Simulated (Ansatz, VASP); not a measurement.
**Two plane-wave programs on NbTe4Mo**

```xyz
6
Lattice="3.6234 0.0000 0.0000 -1.8117 3.1379 0.0000 0.0000 0.0000 14.7359" Properties=species:S:1:pos:R:3 pbc="T T T"
Nb    0.0000    0.0000    0.0000
Te    0.0000    0.0000    5.5846
Te    0.0000    2.0920   12.8685
Te    0.0000    0.0000    9.1513
Te    0.0000    2.0920    1.8674
Mo    0.0000    2.0920    7.3679
```

Alike in both runs: functional PBE; k mesh 12 × 12 × 4; occupations gaussian, width 0.1 eV; no spin polarisation.

Ansatz relaxed the structure, and its values are those at the end. VASP's run is a single point on that final structure, the one shown.

|  | VASP | Ansatz |
| --- | --- | --- |
| version | VASP 6.6.1 | Ansatz 0.2.0 |
| potentials or method | VASP PAW PBE potentials, release 64 (Nb_sv, Te, Mo_sv), cutoff 520 eV | scalar-relativistic, plane waves, PAW |
| valence electrons in the cell | 51 | 91 |

|  | VASP | Ansatz | Ansatz less VASP |
| --- | --- | --- | --- |
| gap on the k mesh at the Fermi level (eV) | none | none | - |
| pressure (GPa) | 0.0 | 0.0 | +0.04 |
| rms of the force components (eV/Å) | 0.005 | 0.000 | -0.0049 |

A gap of «none» marks a metal or a gap that the smearing closes. VASP's potentials hold 51 valence electrons a cell and Ansatz's 91, so a difference there can come from the potentials and not from the codes.

Spin-orbit coupling is off throughout.
